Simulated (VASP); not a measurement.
# MgB2 (P6/mmm) in VASP: notebook

MgB2 is run at these levels: PBEsol; tasks: single point, relaxation of cell and atoms.

Everything below comes from runs of VASP 6.6.1. Logs are shortened: lines on timing, memory, paths and dates and some standing lists are left out, and cuts for length are marked.

## 1. The cell of the first run

Symmetry: P6/mmm, No. 191, hexagonal system. The conventional cell has a = 3.068 Å, b = 3.068 Å, c = 3.485 Å, α = 90.00°, β = 90.00°, γ = 120.00°. Mg (site symmetry 6/mmm) has 12 B at 2.48 Å and 6 Mg at 3.07 Å within 3.3 Å. Within 2.5 Å of B (site symmetry -6m2) lie 3 B at 1.77 Å and 6 Mg at 2.48 Å.

## 2. Single point, PBEsol

Contents of INCAR:

```
  PREC = Accurate
  ENCUT = 520
  EDIFF = 1E-7
  ISMEAR = -1
  SIGMA = 0.05
  LREAL = False
  LASPH = True
  NELM = 100
  ALGO = Normal
  ISIF = 2
  LWAVE = False
  LCHARG = False
  GGA = PS
  NBANDS = 11
```

Contents of KPOINTS:

```
Automatic mesh
0
Gamma
  12 12 8
```

Contents of POSCAR:

```
MgB2
1.0
    3.0677593167      0.0000000000      0.0000000000
   -1.5338796583      2.6567575009      0.0000000000
    0.0000000000      0.0000000000      3.4853583606
Mg B
1 2
Direct
    0.0000000000      0.0000000000      0.0000000000
    0.3333333333      0.6666666667      0.5000000000
    0.6666666667      0.3333333333      0.5000000000
```

Potentials or basis: VASP PAW PBE potentials, release 64 (Mg, B).

Command:

```bash
cat potpaw_PBE.64/Mg/POTCAR potpaw_PBE.64/B/POTCAR > POTCAR
mpirun -np 1 vasp_std > vasp.out
```

OUTCAR:

```text
PREC = Accurate
   ENCUT = 520
   EDIFF = 1E-7
   ISMEAR = -1
   LREAL = False
   LASPH = True
   NELM = 100
   ISIF = 2
   GGA = PS

 ion  position               nearest neighbor table
   1  0.000  0.000  0.000-   2 2.48   3 2.48   2 2.48   3 2.48   2 2.48   2 2.48   3 2.48   3 2.48
                             3 2.48   3 2.48   2 2.48   2 2.48
   2  0.333  0.667  0.500-   3 1.77   3 1.77   3 1.77   1 2.48   1 2.48   1 2.48   1 2.48   1 2.48
                             1 2.48
   3  0.667  0.333  0.500-   2 1.77   2 1.77   2 1.77   1 2.48   1 2.48   1 2.48   1 2.48   1 2.48
                             1 2.48

  LATTYP: Found a hexagonal cell.
 ALAT       =     3.0677593167
 C/A-ratio  =     1.1361251000

  Lattice vectors:

 A1 = (   3.0677593167,   0.0000000000,   0.0000000000)
 A2 = (  -1.5338796583,   2.6567575009,   0.0000000000)
 A3 = (   0.0000000000,   0.0000000000,   3.4853583606)

Analysis of symmetry for initial positions (statically):
=====================================================================
 Subroutine PRICEL returns:
 Original cell was already a primitive cell.

 Routine SETGRP: Setting up the symmetry group for a
 hexagonal supercell.

 Subroutine GETGRP returns: Found 24 space group operations
 (whereof 24 operations were pure point group operations)
 out of a pool of 24 trial point group operations.

The static configuration has the point symmetry D_6h.

Analysis of symmetry for dynamics (positions and initial velocities):
=====================================================================
 Subroutine PRICEL returns:
 Original cell was already a primitive cell.

 Routine SETGRP: Setting up the symmetry group for a
 hexagonal supercell.

 Subroutine GETGRP returns: Found 24 space group operations
 (whereof 24 operations were pure point group operations)
 out of a pool of 24 trial point group operations.

The dynamic configuration has the point symmetry D_6h.

 Subroutine INISYM returns: Found 24 space group operations
 (whereof 24 operations are pure point group operations),
 and found     1 'primitive' translations

----------------------------------------------------------------------------------------

                                     Primitive cell

  volume of cell :      28.4067

  direct lattice vectors                    reciprocal lattice vectors
     3.067759317  0.000000000  0.000000000     0.325970813  0.188199337  0.000000000
    -1.533879658  2.656757501  0.000000000     0.000000000  0.376398674  0.000000000
     0.000000000  0.000000000  3.485358361     0.000000000  0.000000000  0.286914543

  length of vectors
     3.067759317  3.067759317  3.485358361     0.376398674  0.376398674  0.286914543

  position of ions in fractional coordinates (direct lattice)
     0.000000000  0.000000000  0.000000000
     0.333333333  0.666666667  0.500000000
     0.666666667  0.333333333  0.500000000

  ion indices of the primitive-cell ions
   primitive index   ion index
                 1           1
                 2           2
                 3           3

----------------------------------------------------------------------------------------

 KPOINTS: Automatic mesh

Automatic generation of k-mesh.
 Grid dimensions read from file:
 generate k-points for:   12   12    8

 Generating k-lattice:

  Cartesian coordinates                     Fractional coordinates (reciprocal lattice)
     0.027164234  0.015683278  0.000000000     0.083333333  0.000000000  0.000000000
     0.000000000  0.031366556  0.000000000     0.000000000  0.083333333  0.000000000
     0.000000000  0.000000000  0.035864318     0.000000000  0.000000000  0.125000000

  Length of vectors
     0.031366556  0.031366556  0.035864318

  Shift w.r.t. Gamma in fractional coordinates (k-lattice)
     0.000000000  0.000000000  0.000000000

 Subroutine IBZKPT returns following result:
 ===========================================

 Found     95 irreducible k-points:

 Following reciprocal coordinates:
            Coordinates               Weight
  0.000000  0.000000  0.000000      1.000000
  0.083333  0.000000  0.000000      6.000000
  0.166667  0.000000  0.000000      6.000000
  0.250000  0.000000  0.000000      6.000000
  0.333333  0.000000  0.000000      6.000000
  0.416667  0.000000  0.000000      6.000000
[... 16 lines left out ...]
  0.250000  0.000000  0.125000     12.000000
  0.333333  0.000000  0.125000     12.000000
 [... further k-points ...]
   k-points           NKPTS =     95   k-points in BZ     NKDIM =     95   number of bands    NBANDS=     11
   number of dos      NEDOS =    301   number of ions     NIONS =      3
   total plane-waves  NPLWV =  16128
   dimension x,y,z NGX =    24 NGY =   24 NGZ =   28
   dimension x,y,z NGXF=    48 NGYF=   48 NGZF=   56
   ions per type =               1   2
   NGX,Y,Z   is equivalent  to a cutoff of  13.01, 13.01, 13.36 a.u.
   NGXF,Y,Z  is equivalent  to a cutoff of  26.01, 26.01, 26.71 a.u.
 SYSTEM =  unknown system
   PREC   = accura    normal or accurate (medium, high low for compatibility)
   ISTART =      0    job   : 0-new  1-cont  2-samecut
   ICHARG =      2    charge: 1-file 2-atom 10-const
   ISPIN  =      1    spin polarized calculation?
   LNONCOLLINEAR =      F non collinear calculations
   LSORBIT =      F    spin-orbit coupling
   LASPH  =      T    aspherical Exc in radial PAW
   ENCUT  =  520.0 eV  38.22 Ry    6.18 a.u.   5.70  5.70  6.48*2*pi/ulx,y,z
   NELM   =    100;   NELMIN=  2; NELMDL= -5     # of ELM steps
   EDIFF  = 0.1E-06   stopping-criterion for ELM
   LREAL  =      F    real-space projection
   EDIFFG = 0.1E-05   stopping-criterion for IOM
   NSW    =      0    number of steps for IOM
   IBRION =     -1    ionic relax: 0-MD 1-quasi-New 2-CG
   NFREE  =      0    steps in history (QN), initial steepest desc. (CG)
   ISIF   =      2    stress and relaxation
   ISYM   =      2    0-nonsym 1-usesym 2-fastsym
   POTIM  = 0.5000    time-step for ionic-motion
   TEBEG  =    0.0;   TEEND  =   0.0 temperature during run
   PSTRESS=    0.0 pullay stress
   NELECT =       8.0000    total number of electrons
   NUPDOWN=      -1.0000    fix difference up-down
   EMIN   =  10.00;   EMAX   =-10.00  energy-range for DOS
   EFERMI =   0.00;   METHOD = LEGACY
   ISMEAR =    -1;   SIGMA  =   0.05  broadening in eV -4-tet -1-fermi 0-gaus
   EFERMI_NEDOS =   21; number of points for ismear=-14 and -15
   IALGO  =     38    algorithm
   IMIX   =      4    mixing-type and parameters
     AMIX     =   0.40;   BMIX     =  1.00
     AMIX_MAG =   1.60;   BMIX_MAG =  1.00
  volume/ion in A,a.u.               =       9.47        63.90
  Fermi-wavevector in a.u.,A,eV,Ry     =   1.073078  2.027823 15.667059  1.151496
  Thomas-Fermi vector in A             =   2.208867
   LORBIT       =      0    0 simple, 1 ext, 2 COOP (PROOUT), +10 PAW based schemes
   GGA     = PS    functional components
   LHFCALC =     F    Hartree Fock is set to
   AEXX    =    0.0000 exact exchange contribution
   IVDW    =     0    specifies the selected vdW correction
   LEPSILON=     F    determine dielectric tensor
   LRPA    =     F    only Hartree local field effects (RPA)
 non-spin polarized calculation
  energy-cutoff  :      520.00
  volume of cell :       28.41
 maximum number of plane-waves:       781
 NGX is ok and might be reduce to    24
   NGX = 11   NGY = 11   NGZ = 13

 number of electron       8.0000000 magnetization

 Free energy of the ion-electron system (eV)
  ---------------------------------------------------
  ext. energy  EPLUGINS =         0.00000000
  ---------------------------------------------------
  free energy    TOTEN  =       -16.22504501 eV

  energy without entropy =      -16.21886389  energy(sigma->0) =      -16.22195445

 E-fermi :   5.3765     XC(G=0): -11.0818

 val. band max:        5.3643180069   @ k =   0.4167   0.0000   0.3750
 cond. band min:       5.4264703048   @ k =   0.2500   0.2500   0.0000
 fundamental gap:      0.0621522979
 Fermi energy:         5.3765191952

 k-point     1 :       0.0000    0.0000    0.0000
  band No.  band energies     occupation
      1      -7.1733      2.00000
      2       2.4294      2.00000
      3       5.7265      0.00182
      4       5.7265      0.00182
      5       7.1180      0.00000
      6      11.6799      0.00000
      7      11.6799      0.00000
      8      13.6249      0.00000
      9      15.4626      0.00000
     10      18.0845      0.00000
     11      21.6591      0.00000

 k-point     2 :       0.0833    0.0000    0.0000
  band No.  band energies     occupation
      1      -7.0515      2.00000
      2       2.5479      2.00000
      3       5.1086      1.99063
      4       5.4361      0.46563
      5       7.2225      0.00000
      6      11.6060      0.00000
      7      12.2175      0.00000
      8      13.8846      0.00000
      9      15.0273      0.00000
     10      18.6926      0.00000
     11      21.1107      0.00000

 k-point     3 :       0.1667    0.0000    0.0000
  band No.  band energies     occupation
      1      -6.6874      2.00000
      2       2.9009      2.00000
      3       3.6636      2.00000
      4       4.7991      1.99998
      5       7.5474      0.00000
      6      11.2392      0.00000
      7      13.5854      0.00000
      8      13.8645      0.00000
      9      14.5128      0.00000
     10      20.1553      0.00000
     11      20.2256      0.00000
[... 267 lines left out ...]
 k-point    23 :       0.2500    0.0000    0.1250
  band No.  band energies     occupation
      1      -5.9546      2.00000
      2       2.0115      2.00000
      3       2.5438      2.00000
      4       4.1801      2.00000
      5       9.1954      0.00000
      6      10.8598      0.00000
      7      11.5891      0.00000
      8      15.4759      0.00000
      9      15.5747      0.00000
     10      18.4440      0.00000
     11      18.5227      0.00000

 k-point    24 :       0.3333    0.0000    0.1250
  band No.  band energies     occupation
      1      -5.1281      2.00000
      2       0.3070      2.00000
      3       3.3327      2.00000
      4       3.6446      2.00000
      5       9.1563      0.00000
      6      10.0882      0.00000
      7      11.0378      0.00000
      8      15.1322      0.00000
      9      17.3322      0.00000
     10      18.1039      0.00000
     11      18.1185      0.00000

 [... further k-points ...]

------------------------ aborting loop because EDIFF is reached ----------------------------------------

  FORCE on cell =-STRESS in cart. coord.  units (eV):
  Direction    XX          YY          ZZ          XY          YZ          ZX
  --------------------------------------------------------------------------------------
  -------------------------------------------------------------------------------------
  Total        0.0090764      0.0090764     -0.0277831      0.0000000      0.0000000      0.0000000
  in kB        0.5119208      0.5119208     -1.5670042      0.0000000      0.0000000      0.0000000
  external PRESSURE =      -0.1810542 kB  Pullay stress =       0.0000000 kB

 VOLUME and BASIS-vectors are now :
 -----------------------------------------------------------------------------
  energy-cutoff  :      520.00
  volume of cell :       28.41
      direct lattice vectors                 reciprocal lattice vectors
     3.067759317  0.000000000  0.000000000     0.325970813  0.188199337  0.000000000
    -1.533879658  2.656757501  0.000000000     0.000000000  0.376398674  0.000000000
     0.000000000  0.000000000  3.485358361     0.000000000  0.000000000  0.286914543

 POSITION                                       TOTAL-FORCE (eV/Angst)
 -----------------------------------------------------------------------------------
      0.00000      0.00000      0.00000         0.000000      0.000000      0.000000
     -0.00000      1.77117      1.74268         0.000000      0.000000     -0.000000
      1.53388      0.88559      1.74268        -0.000000     -0.000000      0.000000
 -----------------------------------------------------------------------------------
    total drift:                                0.000000     -0.000000      0.000000

  FREE ENERGIE OF THE ION-ELECTRON SYSTEM (eV)
  ---------------------------------------------------
  free  energy   TOTEN  =       -16.2250450136 eV

  energy  without entropy=      -16.2188638890  energy(sigma->0) =      -16.22195445
```

Run time: 29 s. Hardware: 1 thread of AMD EPYC 7R43 (Zen 3), shared host; peak memory 0.12 GiB.

Results:

```yaml
Free_energy: -16.2250 eV
Pressure: 0.0 GPa
Band_gap_on_the_k_mesh: zero (bands 4 and 5 overlap by 3.92 eV)
```

Levels at points of the mesh, in eV from the Fermi level:
| k point | band 2 | band 3 | band 4 | band 5 | band 6 | band 7 |
| --- | --- | --- | --- | --- | --- | --- |
| (0.00, 0.00, 0.00) | -2.95 | 0.35 | 0.35 | 1.74 | 6.30 | 6.30 |
| (0.50, 0.00, 0.00) | -7.95 | -2.23 | 0.22 | 3.13 | 3.83 | 5.45 |
| (0.00, 0.00, 0.50) | -7.55 | 0.75 | 0.75 | 6.63 | 6.63 | 8.00 |
| (0.50, 0.00, 0.50) | -7.00 | -3.66 | -1.92 | -1.36 | 5.77 | 8.88 |

Caveat: the PAW data sets were made with another functional, which shifts forces and pressure a little.

(Continued in part 2 of 2.)

The gap in the log of VASP goes by the Fermi energy; the results here count the filled bands.